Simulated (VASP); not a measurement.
# P in VASP: notebook, part 2 of 2

VASP 6.6.1. Earlier steps stand in the parts before.

## 3. Single point, PBEsol (strain +0.0350 x Voigt [0, 0, 1, 0, 0, 0])

INCAR reads:

```
SYSTEM = P
  ALGO = Normal
  EDIFF = 1E-6
  ENCUT = 520
  GGA = PS
  ISIF = 2
  ISMEAR = 0
  LASPH = .True.
  LCHARG = .False.
  LREAL = .False.
  LWAVE = .False.
  NBANDS = 18
  NELM = 60
  PREC = Accurate
  SIGMA = 0.05
```

KPOINTS reads:

```
k-points
0
Gamma
  8 1 6
  0 0 0
```

POSCAR reads:

```
P
1.0
    3.2843671017      0.0000000000      0.0000000000
    0.0000000000     34.8747470704      0.0000000000
    0.0000000000      0.0000000000      4.5922019317
P
4
Direct
    0.0000000000      0.9696876236      0.5826201292
    0.0000000000      0.0303123764      0.4173798708
    0.5000000000      0.0303123764      0.0826201292
    0.5000000000      0.9696876236      0.9173798708
```

Potentials or basis: VASP PAW PBE potentials, release 64 (P).

The run is started by

```sh
$ cat potpaw_PBE.64/P/POTCAR > POTCAR
$ mpirun -np 1 vasp_std > vasp.out
```

OUTCAR:

```text
SYSTEM = P
   EDIFF = 1E-6
   ENCUT = 520
   GGA = PS
   ISIF = 2
   ISMEAR = 0
   LASPH = .True.
   LREAL = .False.
   NELM = 60
   PREC = Accurate

 ion  position               nearest neighbor table
   1  0.000  0.970  0.583-   2 2.25   4 2.25   4 2.25
   2  0.000  0.030  0.417-   1 2.25   3 2.25   3 2.25
   3  0.500  0.030  0.083-   4 2.25   2 2.25   2 2.25
   4  0.500  0.970  0.917-   3 2.25   1 2.25   1 2.25

  LATTYP: Found a simple orthorhombic cell.
 ALAT       =     3.2843671017
 B/A-ratio  =     1.3981999544
 C/A-ratio  =    10.6184071361

  Lattice vectors:

 A1 = (  -3.2843671017,   0.0000000000,   0.0000000000)
 A2 = (   0.0000000000,   0.0000000000,   4.5922019317)
 A3 = (   0.0000000000,  34.8747470704,   0.0000000000)

Analysis of symmetry for initial positions (statically):
=====================================================================
 Subroutine PRICEL returns:
 Original cell was already a primitive cell.

 Routine SETGRP: Setting up the symmetry group for a
 simple orthorhombic supercell.

 Subroutine GETGRP returns: Found  8 space group operations
 (whereof  4 operations were pure point group operations)
 out of a pool of  8 trial point group operations.

The static configuration has the point symmetry C_2h.
 The point group associated with its full space group is D_2h.

Analysis of symmetry for dynamics (positions and initial velocities):
=====================================================================
 Subroutine PRICEL returns:
 Original cell was already a primitive cell.

 Routine SETGRP: Setting up the symmetry group for a
 simple orthorhombic supercell.

 Subroutine GETGRP returns: Found  8 space group operations
 (whereof  4 operations were pure point group operations)
[... 117 lines left out ...]
   ISMEAR =     0;   SIGMA  =   0.05  broadening in eV -4-tet -1-fermi 0-gaus
   EFERMI_NEDOS =   21; number of points for ismear=-14 and -15
   IALGO  =     38    algorithm
   IMIX   =      4    mixing-type and parameters
     AMIX     =   0.40;   BMIX     =  1.00
     AMIX_MAG =   1.60;   BMIX_MAG =  1.00
  volume/ion in A,a.u.               =     131.50       887.40
  Fermi-wavevector in a.u.,A,eV,Ry     =   0.550499  1.040293  4.123241  0.303050
  Thomas-Fermi vector in A             =   1.582094
   LORBIT       =      0    0 simple, 1 ext, 2 COOP (PROOUT), +10 PAW based schemes
   GGA     = PS    functional components
   LHFCALC =     F    Hartree Fock is set to
   AEXX    =    0.0000 exact exchange contribution
   IVDW    =     0    specifies the selected vdW correction
   LEPSILON=     F    determine dielectric tensor
   LRPA    =     F    only Hartree local field effects (RPA)
 non-spin polarized calculation
 Gauss-broadening in eV      SIGMA  =   0.05
  energy-cutoff  :      520.00
  volume of cell :      526.00
 maximum number of plane-waves:     14234
   NGX = 13   NGY =129   NGZ = 17

 number of electron      19.9999999 magnetization

 Free energy of the ion-electron system (eV)
  ---------------------------------------------------
  ext. energy  EPLUGINS =         0.00000000
  ---------------------------------------------------
  free energy    TOTEN  =       -22.79971528 eV

  energy without entropy =      -22.79971528  energy(sigma->0) =      -22.79971528

 E-fermi :  -3.2461     XC(G=0):  -1.7850

 val. band max:       -3.5248604136   @ k =   0.0000   0.0000   0.0000
 cond. band min:      -2.5506275264   @ k =   0.0000   0.0000   0.0000
 fundamental gap:      0.9742328871
 Fermi energy:        -3.2461232688

 k-point     1 :       0.0000    0.0000    0.0000
  band No.  band energies     occupation
      1     -18.3306      2.00000
      2     -15.7377      2.00000
      3     -12.6425      2.00000
      4      -9.0787      2.00000
      5      -8.1719      2.00000
      6      -8.0969      2.00000
[... 397 lines left out ...]
      5      -8.2917      2.00000
      6      -8.2917      2.00000
[... 10 lines left out ...]
     17       2.8375      0.00000
     18       2.8375      0.00000

------------------------ aborting loop because EDIFF is reached ----------------------------------------

  FORCE on cell =-STRESS in cart. coord.  units (eV):
  Direction    XX          YY          ZZ          XY          YZ          ZX
  --------------------------------------------------------------------------------------
  -------------------------------------------------------------------------------------
  Total       -1.0935715     -0.4350249     -2.3528317      0.0000000      0.0000000      0.0000000
  in kB       -3.3309954     -1.3250764     -7.1666749      0.0000000      0.0000000      0.0000000
  external PRESSURE =      -3.9409156 kB  Pullay stress =       0.0000000 kB

 VOLUME and BASIS-vectors are now :
 -----------------------------------------------------------------------------
  energy-cutoff  :      520.00
  volume of cell :      526.00
      direct lattice vectors                 reciprocal lattice vectors
     3.284367102  0.000000000  0.000000000     0.304472664  0.000000000  0.000000000
     0.000000000 34.874747070  0.000000000     0.000000000  0.028674043  0.000000000
     0.000000000  0.000000000  4.592201932     0.000000000  0.000000000  0.217760459

 POSITION                                       TOTAL-FORCE (eV/Angst)
 -----------------------------------------------------------------------------------
      0.00000     33.81761      2.67551         0.000000      0.099548      0.500677
      0.00000      1.05714      1.91669        -0.000000     -0.099548     -0.500677
      1.64218      1.05714      0.37941         0.000000     -0.099548      0.500677
      1.64218     33.81761      4.21279         0.000000      0.099548     -0.500677
 -----------------------------------------------------------------------------------
    total drift:                               -0.000000      0.000000     -0.000000

  FREE ENERGIE OF THE ION-ELECTRON SYSTEM (eV)
  ---------------------------------------------------
  free  energy   TOTEN  =       -22.7997152753 eV

  energy  without entropy=      -22.7997152753  energy(sigma->0) =      -22.79971528
```

stdout:

```text
POSCAR found type information on POSCAR P
 POSCAR found :  1 types and       4 ions
 scaLAPACK will be used
 -----------------------------------------------------------------------------
|                                                                             |
|                                                                             |
|     You enforced a specific xc type in the INCAR file but a different       |
|     I HOPE YOU KNOW WHAT YOU ARE DOING!                                     |
|                                                                             |
 -----------------------------------------------------------------------------

 LDA part: xc-table for (Slater+PW92), standard interpolation
 POSCAR, INCAR and KPOINTS ok, starting setup
 FFT: planning ... GRIDC
 FFT: planning ... GRID_SOFT
 FFT: planning ... GRID
 WAVECAR not read
 entering main loop
```

It took 3.4 min on 1 thread of Intel Xeon Platinum 8259CL at 2.50GHz (Skylake/Cascade Lake), shared host; peak memory 0.56 GiB.

Results:

| Quantity | Value |
| --- | --- |
| Free energy | -22.7997 eV |
| Largest force | 0.510 eV/Å |
| Band gap on the k mesh | 0.97 eV, direct |

Forces in eV/Å, atoms in the order of the input:
```
P    0.000  0.100  0.501
P    0.000 -0.100 -0.501
P    0.000 -0.100  0.501
P    0.000  0.100 -0.501
```

Caveat: the cell differs from its parent crystal (strain +0.0350 x Voigt [0, 0, 1, 0, 0, 0]); the PAW data sets were made with another functional, which shifts forces and pressure a little.

## 4. Single point, PBEsol (strain +0.0400 x Voigt [0, 0, 1, 0, 0, 0])

INCAR reads:

```
SYSTEM = P
PREC = Accurate
ENCUT = 520
EDIFF = 1E-6
ISMEAR = 0
SIGMA = 0.05
LREAL = .False.
LASPH = .True.
NELM = 80
ALGO = Normal
ISIF = 2
LWAVE = .False.
LCHARG = .True.
GGA = PS
LELF = .True.
LVHAR = .True.
NBANDS = 18
```

KPOINTS reads:

```
regular mesh
0
Gamma
  8 1 6
  0 0 0
```

Edit POSCAR of step 3 so:

```diff
@@ -4,3 +4,3 @@
     0.0000000000     34.8747470704      0.0000000000
-    0.0000000000      0.0000000000      4.5922019317
+    0.0000000000      0.0000000000      4.6143864821
 P
```

Potentials or basis: VASP PAW PBE potentials, release 64 (P).

The run is started by

```sh
$ cat potpaw_PBE.64/P/POTCAR > POTCAR
$ mpirun -np 1 vasp_std > vasp.out
```

OUTCAR:

```text
SYSTEM = P
   PREC = Accurate
   ENCUT = 520
   EDIFF = 1E-6
   ISMEAR = 0
   LREAL = .False.
   LASPH = .True.
   NELM = 80
   ISIF = 2
   GGA = PS

 ion  position               nearest neighbor table
   1  0.000  0.970  0.583-   2 2.25   4 2.25   4 2.25
   2  0.000  0.030  0.417-   1 2.25   3 2.25   3 2.25
   3  0.500  0.030  0.083-   4 2.25   2 2.25   2 2.25
   4  0.500  0.970  0.917-   3 2.25   1 2.25   1 2.25

  LATTYP: Found a simple orthorhombic cell.
 ALAT       =     3.2843671017
 B/A-ratio  =     1.4049545435
 C/A-ratio  =    10.6184071361

  Lattice vectors:

 A1 = (  -3.2843671017,   0.0000000000,   0.0000000000)
 A2 = (   0.0000000000,   0.0000000000,   4.6143864821)
 A3 = (   0.0000000000,  34.8747470704,   0.0000000000)

Analysis of symmetry for initial positions (statically):
=====================================================================
 Subroutine PRICEL returns:
 Original cell was already a primitive cell.

 Routine SETGRP: Setting up the symmetry group for a
 simple orthorhombic supercell.

 Subroutine GETGRP returns: Found  8 space group operations
 (whereof  4 operations were pure point group operations)
 out of a pool of  8 trial point group operations.

The static configuration has the point symmetry C_2h.
 The point group associated with its full space group is D_2h.

Analysis of symmetry for dynamics (positions and initial velocities):
=====================================================================
 Subroutine PRICEL returns:
 Original cell was already a primitive cell.

 Routine SETGRP: Setting up the symmetry group for a
 simple orthorhombic supercell.

 Subroutine GETGRP returns: Found  8 space group operations
 (whereof  4 operations were pure point group operations)
[... 117 lines left out ...]
   ISMEAR =     0;   SIGMA  =   0.05  broadening in eV -4-tet -1-fermi 0-gaus
   EFERMI_NEDOS =   21; number of points for ismear=-14 and -15
   IALGO  =     38    algorithm
   IMIX   =      4    mixing-type and parameters
     AMIX     =   0.40;   BMIX     =  1.00
     AMIX_MAG =   1.60;   BMIX_MAG =  1.00
  volume/ion in A,a.u.               =     132.13       891.69
  Fermi-wavevector in a.u.,A,eV,Ry     =   0.549616  1.038623  4.110015  0.302078
  Thomas-Fermi vector in A             =   1.580824
   LORBIT       =      0    0 simple, 1 ext, 2 COOP (PROOUT), +10 PAW based schemes
   GGA     = PS    functional components
   LHFCALC =     F    Hartree Fock is set to
   AEXX    =    0.0000 exact exchange contribution
   IVDW    =     0    specifies the selected vdW correction
   LEPSILON=     F    determine dielectric tensor
   LRPA    =     F    only Hartree local field effects (RPA)
 non-spin polarized calculation
 Gauss-broadening in eV      SIGMA  =   0.05
  energy-cutoff  :      520.00
  volume of cell :      528.54
 maximum number of plane-waves:     14296
   NGX = 13   NGY =129   NGZ = 17

 number of electron      20.0000000 magnetization

 Free energy of the ion-electron system (eV)
  ---------------------------------------------------
  ext. energy  EPLUGINS =         0.00000000
  ---------------------------------------------------
  free energy    TOTEN  =       -22.78765877 eV

  energy without entropy =      -22.78765877  energy(sigma->0) =      -22.78765877

 E-fermi :  -3.3224     XC(G=0):  -1.7836

 val. band max:       -3.5569909431   @ k =   0.0000   0.0000   0.0000
 cond. band min:      -2.5468902092   @ k =   0.0000   0.0000   0.0000
 fundamental gap:      1.0101007339
 Fermi energy:        -3.3224414353

 k-point     1 :       0.0000    0.0000    0.0000
  band No.  band energies     occupation
      1     -18.3033      2.00000
      2     -15.7184      2.00000
      3     -12.6817      2.00000
      4      -9.0685      2.00000
      5      -8.2202      2.00000
      6      -8.0957      2.00000
[... 397 lines left out ...]
      5      -8.2814      2.00000
      6      -8.2814      2.00000
[... 10 lines left out ...]
     17       2.8348      0.00000
     18       2.8348      0.00000

------------------------ aborting loop because EDIFF is reached ----------------------------------------

  FORCE on cell =-STRESS in cart. coord.  units (eV):
  Direction    XX          YY          ZZ          XY          YZ          ZX
  --------------------------------------------------------------------------------------
  -------------------------------------------------------------------------------------
  Total       -1.2208402     -0.4852096     -2.6753328      0.0000000     -0.0000000      0.0000000
  in kB       -3.7007751     -1.4708325     -8.1098285      0.0000000     -0.0000000      0.0000000
  external PRESSURE =      -4.4271454 kB  Pullay stress =       0.0000000 kB

 VOLUME and BASIS-vectors are now :
 -----------------------------------------------------------------------------
  energy-cutoff  :      520.00
  volume of cell :      528.54
      direct lattice vectors                 reciprocal lattice vectors
     3.284367102  0.000000000  0.000000000     0.304472664  0.000000000  0.000000000
     0.000000000 34.874747070  0.000000000     0.000000000  0.028674043  0.000000000
     0.000000000  0.000000000  4.614386482     0.000000000  0.000000000  0.216713534

 POSITION                                       TOTAL-FORCE (eV/Angst)
 -----------------------------------------------------------------------------------
      0.00000     33.81761      2.68843         0.000000      0.111447      0.566669
      0.00000      1.05714      1.92595         0.000000     -0.111447     -0.566669
      1.64218      1.05714      0.38124         0.000000     -0.111447      0.566669
      1.64218     33.81761      4.23315         0.000000      0.111447     -0.566669
 -----------------------------------------------------------------------------------
    total drift:                               -0.000000      0.000000     -0.000000

  FREE ENERGIE OF THE ION-ELECTRON SYSTEM (eV)
  ---------------------------------------------------
  free  energy   TOTEN  =       -22.7876587748 eV

  energy  without entropy=      -22.7876587748  energy(sigma->0) =      -22.78765877
```

stdout:

```text
POSCAR found type information on POSCAR P
 POSCAR found :  1 types and       4 ions
 scaLAPACK will be used
 -----------------------------------------------------------------------------
|                                                                             |
|                                                                             |
|     You enforced a specific xc type in the INCAR file but a different       |
|     I HOPE YOU KNOW WHAT YOU ARE DOING!                                     |
|                                                                             |
 -----------------------------------------------------------------------------

 LDA part: xc-table for (Slater+PW92), standard interpolation
 POSCAR, INCAR and KPOINTS ok, starting setup
 FFT: planning ... GRIDC
 FFT: planning ... GRID_SOFT
 FFT: planning ... GRID
 WAVECAR not read
 entering main loop
```

It took 3.5 min on 1 thread of Intel Xeon Platinum 8259CL at 2.50GHz (Skylake/Cascade Lake), shared host; peak memory 0.55 GiB.

What came out:

```yaml
Free_energy: -22.7877 eV
Largest_force: 0.578 eV/Å
Band_gap_on_the_k_mesh: 1.01 eV, direct
```

Forces in eV/Å, atoms in the order of the input:
```
P    0.000  0.111  0.567
P    0.000 -0.111 -0.567
P    0.000 -0.111  0.567
P    0.000  0.111 -0.567
```

Levels at points of the mesh, in eV from the valence-band top:
```
           k point  band 7  band 8  band 9  band 10  band 11  band 12  band 13  band 14
(0.00, 0.00, 0.00)   -2.90   -1.67   -1.21     0.00     1.01     1.97     3.03     3.37
(0.50, 0.00, 0.00)   -2.62   -2.62   -1.85    -1.85     1.22     1.22     2.01     2.01
(0.00, 0.00, 0.50)   -2.05   -2.05   -1.12    -1.12     2.37     2.37     3.68     3.68
(0.50, 0.00, 0.50)   -4.61   -4.61   -1.06    -1.06     2.63     2.63     3.77     3.77
```

Caveat: the cell differs from its parent crystal (strain +0.0400 x Voigt [0, 0, 1, 0, 0, 0]); the PAW data sets were made with another functional, which shifts forces and pressure a little.

## 5. Summary

| cell | gap on the mesh (eV) | largest force (eV/Å) |
| --- | --- | --- |
| a = 3.284, b = 34.875, c = 4.570 Å, 4 atoms | 0.94 | 0.44 |
| a = 3.284, b = 34.875, c = 4.592 Å, 4 atoms | 0.97 | 0.51 |
| a = 3.284, b = 34.875, c = 4.614 Å, 4 atoms | 1.01 | 0.58 |

Alike in all rows: task single point; level PBEsol; potentials or basis VASP PAW PBE potentials, release 64 (P); no spin polarisation; k mesh 8 × 1 × 6; cutoff (eV) 520; smearing gaussian 0.05 eV.

Caveats: the PAW data sets were made with another functional, which shifts forces and pressure a little.

Absolute energies hang on the potentials; compare differences alone.
